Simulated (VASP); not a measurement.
Crystal: KLi4.

```
K Li
1.0
     4.70767    0.00000    0.00000
    -2.35384    4.07696    0.00000
     0.00000    0.00000    4.49406
K Li
1 4
Direct
  0.00000 0.00000 0.50000
  0.33333 0.66667 0.74044
  0.33333 0.66667 0.25956
  0.66667 0.33333 0.25956
  0.66667 0.33333 0.74044
```

The cell was generated, and may not be a known phase.

```yaml
Program: VASP 6.6.1
Task: relaxation of cell and atoms
Functional: PBE
Potentials_or_basis: VASP PAW PBE potentials, release 64 (K_sv, Li_sv)
Cutoff: 600 eV
k_mesh: 6 × 6 × 4
Occupations: gaussian, width 0.1 eV
Spin: no spin polarisation
```

At the start: pressure 15.5 GPa; volume 17.25 Å³/atom.

Problem. How do energy, volume and symmetry change on relaxing?

Solution. Over 8 steps the energy falls by 472.8 meV/atom and the volume is 28.93 Å³/atom (+67.7 %); space group P6/mmm (No. 191, to 0.1 Å) before and after.

Step by step:
```csv
step,energy change (eV),largest force (eV/Å),pressure (GPa),volume (Å³)
1,0.0000,1.0495,15.47,86.25
2,-1.6592,0.3240,6.75,108.76
3,-2.3209,0.1346,0.94,138.39
4,-2.3410,0.1834,0.06,144.00
5,-2.3423,0.1707,0.24,142.65
6,-2.3563,0.1168,0.11,143.59
7,-2.3629,0.0476,-0.04,144.85
8,-2.3639,0.0311,-0.01,144.66
```

Final structure:
```
CELL_PARAMETERS angstrom
5.51218 0.00000 0.00000
-2.75609 4.77369 0.00000
0.00000 0.00000 5.49749
ATOMIC_POSITIONS crystal
K 0.00000 0.00000 0.50000
Li 0.33333 0.66667 0.75936
Li 0.33333 0.66667 0.24064
Li 0.66667 0.33333 0.24064
Li 0.66667 0.33333 0.75936
```

Caveat: the cutoff is under 1.25 times the usual one of these potentials, so pressure, stress and relaxed cells hold a basis-set (Pulay) error; the volume moved by over 15 % at a fixed basis, so the end points are rough.
